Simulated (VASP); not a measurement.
**Co: single point with RPBE+D3(BJ)**

Crystal: Co.

```
Co
1.0
     2.51902    0.00000    0.00000
    -1.25951    2.18153    0.00000
     0.00000    0.00000    8.24687
Co
4
Cartesian
  1.2595 0.7272 6.1852
  0.0000 0.0000 4.1234
  0.0000 1.4544 2.0617
  0.0000 0.0000 0.0000
```

```
Program             : VASP 6.6.1
Task                : single point
Functional          : RPBE
Dispersion          : D3(BJ)
Potentials or basis : VASP PAW PBE potentials, release 64 (Co)
Cutoff              : 520 eV
k mesh              : 12 × 12 × 4
Occupations         : fermi-dirac, width 0.05 eV
Spin                : collinear spin, ferromagnetic start
Starting moments    : [2.0, 2.0, 2.0, 2.0] μB
```

```yaml
Pressure: -30.1 GPa
Net_moment: 6.80 μB per cell
Site_moments: Co +1.74, +1.72 (each value once) μB
Valence_electrons_inside_the_program's_atomic_spheres: Co 8.19
Dispersion_energy_per_atom: -2.029 eV
```

Stress tensor (GPa, compression positive):
```
-29.06   0.00   0.00
  0.00 -29.06   0.00
  0.00   0.00 -32.08
```

Levels at points of the mesh, in eV from the Fermi level:
Spin up:
```
           k point  band 19  band 20  band 21  band 22  band 23  band 24  band 25  band 26
(0.00, 0.00, 0.00)    -1.62    -1.33    -1.33    -0.97    -0.97    -0.25     5.73    14.15
(0.50, 0.00, 0.00)    -0.73    -0.71     0.26     1.33     2.24     2.87     6.53     6.55
(0.00, 0.00, 0.50)    -1.77    -1.77    -1.13    -1.13    -1.13    -1.13     8.71     8.71
(0.50, 0.00, 0.50)    -0.75    -0.75     1.09     1.09     2.60     2.60     6.91     6.91
```
Spin down:
| k point | band 12 | band 13 | band 14 | band 15 | band 16 | band 17 |
| --- | --- | --- | --- | --- | --- | --- |
| (0.00, 0.00, 0.00) | -0.75 | -0.75 | -0.72 | -0.72 | -0.37 | 0.12 |
| (0.50, 0.00, 0.00) | -0.05 | -0.01 | 0.46 | 1.14 | 1.16 | 1.19 |
| (0.00, 0.00, 0.50) | -0.93 | -0.84 | -0.84 | -0.84 | -0.84 | 0.28 |
| (0.50, 0.00, 0.50) | -0.74 | -0.22 | -0.22 | 0.80 | 0.80 | 1.16 |

Wall time 2.8 min on 1 thread of Intel(R) Xeon(R) Platinum 8488C (Sapphire Rapids), on a shared host, peak memory 0.26 GiB.

Caveat: the cell stands under tension; the dispersion term is far too large for a dense solid, which distorts pressure and volume; the PAW data sets were made with another functional, which shifts forces and pressure a little.
